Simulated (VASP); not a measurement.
# MgSe (Fm-3m) in VASP: notebook

MgSe is run at these levels: PBE; tasks: single point.

Everything below comes from runs of VASP 6.6.1. Logs are shortened: lines on timing, memory, paths and dates and some standing lists are left out, and cuts for length are marked.

### 1 The cell of the first run

It takes space group Fm-3m (No. 225, cubic). The conventional cell has a = 5.673 Å, b = 5.673 Å, c = 5.673 Å, α = 90.00°, β = 90.00°, γ = 90.00°. Mg (site symmetry m-3m) has 6 Se at 2.84 Å within 3.7 Å. Se (site symmetry m-3m) has 6 Mg at 2.84 Å within 3.7 Å.

### 2 Single point, PBE

The input, INCAR:

```
PREC = Accurate
ENCUT = 600
EDIFF = 1E-6
ISMEAR = 0
SIGMA = 0.1
LREAL = F
LASPH = T
NELM = 120
ALGO = Normal
ISIF = 2
LWAVE = F
LCHARG = F
GGA = PE
NBANDS = 11
GGA_COMPAT = F
```

The input, KPOINTS:

```
regular mesh
0
Gamma
  6 6 6
```

The input, POSCAR:

```
MgSe
1.0
    0.0000000000      2.8362795752      2.8362795752
    2.8362795752      0.0000000000      2.8362795752
    2.8362795752      2.8362795752      0.0000000000
Mg Se
1 1
Direct
    0.0000000000      0.0000000000      0.0000000000
    0.5000000000      0.5000000000      0.5000000000
```

Potentials or basis: VASP PAW PBE potentials, release 64 (Mg, Se).

Command:

```bash
$ cat potpaw_PBE.64/Mg/POTCAR potpaw_PBE.64/Se/POTCAR > POTCAR
$ mpirun -np 1 vasp_std > vasp.out
```

OUTCAR:

```text
PREC = Accurate
   ENCUT = 600
   EDIFF = 1E-6
   ISMEAR = 0
   LREAL = F
   LASPH = T
   NELM = 120
   ISIF = 2
   GGA = PE

 ion  position               nearest neighbor table
   1  0.000  0.000  0.000-   2 2.84   2 2.84   2 2.84   2 2.84   2 2.84   2 2.84
   2  0.500  0.500  0.500-   1 2.84   1 2.84   1 2.84   1 2.84   1 2.84   1 2.84

  LATTYP: Found a face centered cubic cell.
 ALAT       =     5.6725591504

  Lattice vectors:

 A1 = (   0.0000000000,   2.8362795752,   2.8362795752)
 A2 = (   2.8362795752,   0.0000000000,   2.8362795752)
 A3 = (   2.8362795752,   2.8362795752,   0.0000000000)

Analysis of symmetry for initial positions (statically):
=====================================================================
 Subroutine PRICEL returns:
 Original cell was already a primitive cell.

 Routine SETGRP: Setting up the symmetry group for a
 face centered cubic supercell.

 Subroutine GETGRP returns: Found 48 space group operations
 (whereof 48 operations were pure point group operations)
 out of a pool of 48 trial point group operations.

The static configuration has the point symmetry O_h .

Analysis of symmetry for dynamics (positions and initial velocities):
=====================================================================
 Subroutine PRICEL returns:
 Original cell was already a primitive cell.

 Routine SETGRP: Setting up the symmetry group for a
 face centered cubic supercell.

 Subroutine GETGRP returns: Found 48 space group operations
 (whereof 48 operations were pure point group operations)
 out of a pool of 48 trial point group operations.

The dynamic configuration has the point symmetry O_h .

 Subroutine INISYM returns: Found 48 space group operations
 (whereof 48 operations are pure point group operations),
 and found     1 'primitive' translations

----------------------------------------------------------------------------------------

                                     Primitive cell

  volume of cell :      45.6328

  direct lattice vectors                    reciprocal lattice vectors
     0.000000000  2.836279575  2.836279575    -0.176287276  0.176287276  0.176287276
     2.836279575  0.000000000  2.836279575     0.176287276 -0.176287276  0.176287276
     2.836279575  2.836279575  0.000000000     0.176287276  0.176287276 -0.176287276

  length of vectors
     4.011105042  4.011105042  4.011105042     0.305338519  0.305338519  0.305338519

  position of ions in fractional coordinates (direct lattice)
     0.000000000  0.000000000  0.000000000
     0.500000000  0.500000000  0.500000000

  ion indices of the primitive-cell ions
   primitive index   ion index
                 1           1
                 2           2

----------------------------------------------------------------------------------------

 KPOINTS: regular mesh

Automatic generation of k-mesh.
 Grid dimensions read from file:
 generate k-points for:    6    6    6

 Generating k-lattice:

  Cartesian coordinates                     Fractional coordinates (reciprocal lattice)
    -0.029381213  0.029381213  0.029381213     0.166666667  0.000000000  0.000000000
     0.029381213 -0.029381213  0.029381213     0.000000000  0.166666667  0.000000000
     0.029381213  0.029381213 -0.029381213     0.000000000  0.000000000  0.166666667

  Length of vectors
     0.050889753  0.050889753  0.050889753

  Shift w.r.t. Gamma in fractional coordinates (k-lattice)
     0.000000000  0.000000000  0.000000000

 Subroutine IBZKPT returns following result:
 ===========================================

 Found     16 irreducible k-points:

 Following reciprocal coordinates:
            Coordinates               Weight
  0.000000  0.000000  0.000000      1.000000
  0.166667  0.000000  0.000000      8.000000
  0.333333  0.000000  0.000000      8.000000
  0.500000  0.000000  0.000000      4.000000
  0.166667  0.166667  0.000000      6.000000
  0.333333  0.166667  0.000000     24.000000
[... 8 lines left out ...]
 -0.333333  0.333333  0.166667     24.000000
 -0.333333  0.500000  0.166667     12.000000
   k-points           NKPTS =     16   k-points in BZ     NKDIM =     16   number of bands    NBANDS=     11
   number of dos      NEDOS =    301   number of ions     NIONS =      2
   total plane-waves  NPLWV =  32768
   dimension x,y,z NGX =    32 NGY =   32 NGZ =   32
   dimension x,y,z NGXF=    64 NGYF=   64 NGZF=   64
   ions per type =               1   1
   NGX,Y,Z   is equivalent  to a cutoff of  13.26, 13.26, 13.26 a.u.
   NGXF,Y,Z  is equivalent  to a cutoff of  26.53, 26.53, 26.53 a.u.
 SYSTEM =  unknown system
   PREC   = accura    normal or accurate (medium, high low for compatibility)
   ISTART =      0    job   : 0-new  1-cont  2-samecut
   ICHARG =      2    charge: 1-file 2-atom 10-const
   ISPIN  =      1    spin polarized calculation?
   LNONCOLLINEAR =      F non collinear calculations
   LSORBIT =      F    spin-orbit coupling
   LASPH  =      T    aspherical Exc in radial PAW
   ENCUT  =  600.0 eV  44.10 Ry    6.64 a.u.   8.01  8.01  8.01*2*pi/ulx,y,z
   NELM   =    120;   NELMIN=  2; NELMDL= -5     # of ELM steps
   EDIFF  = 0.1E-05   stopping-criterion for ELM
   LREAL  =      F    real-space projection
   EDIFFG = 0.1E-04   stopping-criterion for IOM
   NSW    =      0    number of steps for IOM
   IBRION =     -1    ionic relax: 0-MD 1-quasi-New 2-CG
   NFREE  =      0    steps in history (QN), initial steepest desc. (CG)
   ISIF   =      2    stress and relaxation
   ISYM   =      2    0-nonsym 1-usesym 2-fastsym
   POTIM  = 0.5000    time-step for ionic-motion
   TEBEG  =    0.0;   TEEND  =   0.0 temperature during run
   PSTRESS=    0.0 pullay stress
   NELECT =       8.0000    total number of electrons
   NUPDOWN=      -1.0000    fix difference up-down
   EMIN   =  10.00;   EMAX   =-10.00  energy-range for DOS
   EFERMI =   0.00;   METHOD = LEGACY
   ISMEAR =     0;   SIGMA  =   0.10  broadening in eV -4-tet -1-fermi 0-gaus
   EFERMI_NEDOS =   21; number of points for ismear=-14 and -15
   IALGO  =     38    algorithm
   IMIX   =      4    mixing-type and parameters
     AMIX     =   0.40;   BMIX     =  1.00
     AMIX_MAG =   1.60;   BMIX_MAG =  1.00
  volume/ion in A,a.u.               =      22.82       153.97
  Fermi-wavevector in a.u.,A,eV,Ry     =   0.916247  1.731455 11.422202  0.839508
  Thomas-Fermi vector in A             =   2.041080
   LORBIT       =      0    0 simple, 1 ext, 2 COOP (PROOUT), +10 PAW based schemes
   GGA     = PE    functional components
   LHFCALC =     F    Hartree Fock is set to
   AEXX    =    0.0000 exact exchange contribution
   IVDW    =     0    specifies the selected vdW correction
   LEPSILON=     F    determine dielectric tensor
   LRPA    =     F    only Hartree local field effects (RPA)
 non-spin polarized calculation
 Gauss-broadening in eV      SIGMA  =   0.10
  energy-cutoff  :      600.00
  volume of cell :       45.63
 maximum number of plane-waves:      1536
   NGX = 17   NGY = 17   NGZ = 17

 number of electron       7.9999999 magnetization

 Free energy of the ion-electron system (eV)
  ---------------------------------------------------
  ext. energy  EPLUGINS =         0.00000000
  ---------------------------------------------------
  free energy    TOTEN  =        -7.42569521 eV

  energy without entropy =       -7.42569521  energy(sigma->0) =       -7.42569521

 E-fermi :   2.7716     XC(G=0):  -9.0148

 val. band max:        2.2841608174   @ k =   0.0000   0.0000   0.0000
 cond. band min:       3.8769072015   @ k =   0.5000   0.5000   0.0000
 fundamental gap:      1.5927463841
 Fermi energy:         2.7716431525

 k-point     1 :       0.0000    0.0000    0.0000
  band No.  band energies     occupation
      1     -10.0549      2.00000
      2       2.2842      2.00000
      3       2.2842      2.00000
      4       2.2842      2.00000
      5       4.1407      0.00000
      6       9.7139      0.00000
      7       9.7139      0.00000
      8       9.7139      0.00000
      9      12.0255      0.00000
     10      12.0255      0.00000
     11      12.7229      0.00000

 k-point     2 :       0.1667    0.0000    0.0000
  band No.  band energies     occupation
      1      -9.8706      2.00000
      2       0.5959      2.00000
      3       2.1540      2.00000
      4       2.1540      2.00000
      5       5.5261      0.00000
      6       9.2408      0.00000
      7       9.7354      0.00000
      8       9.7354      0.00000
      9      10.9425      0.00000
     10      10.9425      0.00000
     11      12.1147      0.00000

 k-point     3 :       0.3333    0.0000    0.0000
  band No.  band energies     occupation
      1      -9.4461      2.00000
      2      -1.2826      2.00000
      3       1.9270      2.00000
      4       1.9270      2.00000
      5       6.0418      0.00000
      6       8.6497      0.00000
      7       8.6497      0.00000
      8       9.8641      0.00000
      9      11.8047      0.00000
     10      12.7383      0.00000
     11      12.7383      0.00000

 k-point     4 :       0.5000    0.0000    0.0000
  band No.  band energies     occupation
      1      -9.1947      2.00000
      2      -2.0551      2.00000
      3       1.8266      2.00000
      4       1.8266      2.00000
      5       5.9586      0.00000
      6       8.2184      0.00000
      7       8.2184      0.00000
      8       9.9431      0.00000
      9      12.9911      0.00000
     10      15.5664      0.00000
     11      15.5664      0.00000

 k-point     5 :       0.1667    0.1667    0.0000
  band No.  band energies     occupation
      1      -9.8109      2.00000
      2       0.6551      2.00000
      3       1.8110      2.00000
      4       1.8110      2.00000
      5       6.0195      0.00000
      6       8.3893      0.00000
      7       8.8885      0.00000
      8      10.5885      0.00000
      9      10.5885      0.00000
     10      12.4451      0.00000
     11      13.6810      0.00000
[... 99 lines left out ...]
 k-point    13 :       0.5000    0.5000    0.0000
  band No.  band energies     occupation
      1      -8.9519      2.00000
      2      -1.3732      2.00000
      3       0.7697      2.00000
      4       0.7697      2.00000
      5       3.8769      0.00000
      6       6.5525      0.00000
      7      12.9021      0.00000
      8      13.3861      0.00000
      9      13.3861      0.00000
     10      14.4400      0.00000
     11      17.1937      0.00000

 k-point    14 :       0.5000    0.3333    0.1667
  band No.  band energies     occupation
      1      -9.1657      2.00000
      2      -1.0998      2.00000
      3       0.3638      2.00000
      4       1.1944      2.00000
      5       6.2962      0.00000
      6       8.4230      0.00000
      7       8.4796      0.00000
      8      10.7490      0.00000
      9      12.5371      0.00000
     10      14.9973      0.00000
     11      15.8186      0.00000

 k-point    15 :      -0.3333    0.3333    0.1667
  band No.  band energies     occupation
      1      -8.9987      2.00000
      2      -1.2310      2.00000
      3      -0.0944      2.00000
      4       0.8532      2.00000
      5       6.4614      0.00000
      6       7.9929      0.00000
      7      10.1638      0.00000
      8      10.2186      0.00000
      9      12.7353      0.00000
     10      13.8686      0.00000
     11      16.8105      0.00000

 k-point    16 :      -0.3333    0.5000    0.1667
  band No.  band energies     occupation
      1      -8.9340      2.00000
      2      -0.9872      2.00000
      3       0.0204      2.00000
      4       0.2016      2.00000
      5       5.5139      0.00000
      6       8.1350      0.00000
      7       9.9187      0.00000
      8      11.2383      0.00000
      9      13.8060      0.00000
     10      15.2173      0.00000
     11      15.9637      0.00000

------------------------ aborting loop because EDIFF is reached ----------------------------------------

  FORCE on cell =-STRESS in cart. coord.  units (eV):
  Direction    XX          YY          ZZ          XY          YZ          ZX
  --------------------------------------------------------------------------------------
  -------------------------------------------------------------------------------------
  Total       -1.2975612     -1.2975612     -1.2975612     -0.0000000     -0.0000000     -0.0000000
  in kB      -45.5576502    -45.5576502    -45.5576502     -0.0000000     -0.0000000     -0.0000000
  external PRESSURE =     -45.5576502 kB  Pullay stress =       0.0000000 kB

 VOLUME and BASIS-vectors are now :
 -----------------------------------------------------------------------------
  energy-cutoff  :      600.00
  volume of cell :       45.63
      direct lattice vectors                 reciprocal lattice vectors
     0.000000000  2.836279575  2.836279575    -0.176287276  0.176287276  0.176287276
     2.836279575  0.000000000  2.836279575     0.176287276 -0.176287276  0.176287276
     2.836279575  2.836279575  0.000000000     0.176287276  0.176287276 -0.176287276

 POSITION                                       TOTAL-FORCE (eV/Angst)
 -----------------------------------------------------------------------------------
      0.00000      0.00000      0.00000        -0.000000      0.000000      0.000000
      2.83628      2.83628      2.83628         0.000000     -0.000000     -0.000000
 -----------------------------------------------------------------------------------
    total drift:                               -0.000000     -0.000000      0.000000

  FREE ENERGIE OF THE ION-ELECTRON SYSTEM (eV)
  ---------------------------------------------------
  free  energy   TOTEN  =        -7.4256952077 eV

  energy  without entropy=       -7.4256952077  energy(sigma->0) =       -7.42569521
```

It took 10 s on 1 thread of Intel Xeon 6975P-C (Granite Rapids), shared host; peak memory 0.17 GiB.

Results:

- Free energy: -7.4257 eV
- Pressure: -4.6 GPa
- Band gap on the k mesh: 1.59 eV, indirect (least direct gap 1.86 eV)

Levels at points of the mesh, in eV from the valence-band top:
| k point | band 1 | band 2 | band 3 | band 4 | band 5 | band 6 | band 7 | band 8 | band 9 |
| --- | --- | --- | --- | --- | --- | --- | --- | --- | --- |
| (0.00, 0.00, 0.00) | -12.34 | 0.00 | 0.00 | 0.00 | 1.86 | 7.43 | 7.43 | 7.43 | 9.74 |
| (0.50, 0.00, 0.00) | -11.48 | -4.34 | -0.46 | -0.46 | 3.67 | 5.93 | 5.93 | 7.66 | 10.71 |
| (0.50, 0.50, 0.00) | -11.24 | -3.66 | -1.51 | -1.51 | 1.59 | 4.27 | 10.62 | 11.10 | 11.10 |

### 3 Single point, PBE

This run uses another cell than the first one, of 20.90 Å³/atom, 0.916 times its volume.

The input, INCAR:

```
SYSTEM = MgSe
ALGO     = Normal         ! electronic algorithm
EDIFF    = 1E-6           ! SCF threshold, eV
ENCUT    = 600            ! plane-wave cutoff, eV
GGA      = PE             ! functional
GGA_COMPAT= .False.      
ISIF     = 2              ! what is computed and relaxed
ISMEAR   = 0              ! smearing method
LASPH    = .True.         ! aspherical terms in the spheres
LCHARG   = .False.        ! write CHGCAR
LREAL    = .False.        ! projectors in reciprocal space
LWAVE    = .False.        ! write WAVECAR
NBANDS   = 11             ! bands
NELM     = 120            ! most SCF steps
PREC     = Accurate       ! precision mode
SIGMA    = 0.02           ! smearing width, eV
```

The input, KPOINTS:

```
k-points
0
Gamma
  8 8 8
  0 0 0
```

The input, POSCAR:

```
MgSe
1.0
    0.0000000000      2.7543207033      2.7543207033
    2.7543207033      0.0000000000      2.7543207033
    2.7543207033      2.7543207033      0.0000000000
Mg Se
1 1
Direct
    0.0000000000      0.0000000000      0.0000000000
    0.5000000000      0.5000000000      0.5000000000
```

Potentials or basis: VASP PAW PBE potentials, release 64 (Mg, Se).

Command:

```bash
$ cat potpaw_PBE.64/Mg/POTCAR potpaw_PBE.64/Se/POTCAR > POTCAR
$ mpirun -np 1 vasp_std > vasp.out
```

Run time: 14 s. Hardware: 1 thread of Intel Xeon 6975P-C (Granite Rapids), shared host; peak memory 0.17 GiB.

The run converged. Its results:

```yaml
Free_energy: -7.4905 eV
Pressure: -0.1 GPa
Band_gap_on_the_k_mesh: 1.75 eV, indirect (least direct gap 2.39 eV)
```

Levels at points of the mesh, in eV from the valence-band top:
| k point | band 1 | band 2 | band 3 | band 4 | band 5 | band 6 | band 7 | band 8 | band 9 |
| --- | --- | --- | --- | --- | --- | --- | --- | --- | --- |
| (0.00, 0.00, 0.00) | -12.77 | 0.00 | 0.00 | 0.00 | 2.39 | 7.42 | 7.42 | 7.42 | 9.91 |
| (0.50, 0.00, 0.00) | -11.72 | -4.78 | -0.55 | -0.55 | 3.79 | 6.06 | 6.06 | 8.38 | 11.23 |
| (0.50, 0.50, 0.00) | -11.43 | -4.10 | -1.71 | -1.71 | 1.75 | 4.05 | 11.44 | 11.89 | 11.89 |

### 4 Single point, PBE

This run uses another cell than the first one, of 20.90 Å³/atom, 0.916 times its volume.

The input, INCAR:

```
ALGO = Normal
EDIFF = 1E-6
ENCUT = 600
GGA = PE
GGA_COMPAT = F
ISIF = 2
ISMEAR = 0
LASPH = T
LCHARG = F
LREAL = F
LWAVE = F
NBANDS = 11
NELM = 120
PREC = Accurate
SIGMA = 0.02
```

The input, KPOINTS:

```
k-points
0
Gamma
  8 8 8
```

POSCAR is that of step 3.

Command:

```bash
$ cat potpaw_PBE.64/Mg/POTCAR potpaw_PBE.64/Se/POTCAR > POTCAR
$ mpirun -np 1 vasp_std > vasp.out
```

Wall time 15 s (1 thread of Intel Xeon 6975P-C (Granite Rapids), shared host); peak memory 0.17 GiB.

The run converged. Its results:

```yaml
Free_energy: -7.4905 eV
Pressure: -0.1 GPa
Band_gap_on_the_k_mesh: 1.75 eV, indirect (least direct gap 2.39 eV)
```

Levels at points of the mesh, in eV from the valence-band top:
| k point | band 1 | band 2 | band 3 | band 4 | band 5 | band 6 | band 7 | band 8 | band 9 |
| --- | --- | --- | --- | --- | --- | --- | --- | --- | --- |
| (0.00, 0.00, 0.00) | -12.77 | 0.00 | 0.00 | 0.00 | 2.39 | 7.42 | 7.42 | 7.42 | 9.91 |
| (0.50, 0.00, 0.00) | -11.72 | -4.78 | -0.55 | -0.55 | 3.79 | 6.06 | 6.06 | 8.38 | 11.23 |
| (0.50, 0.50, 0.00) | -11.43 | -4.10 | -1.71 | -1.71 | 1.75 | 4.05 | 11.44 | 11.89 | 11.89 |
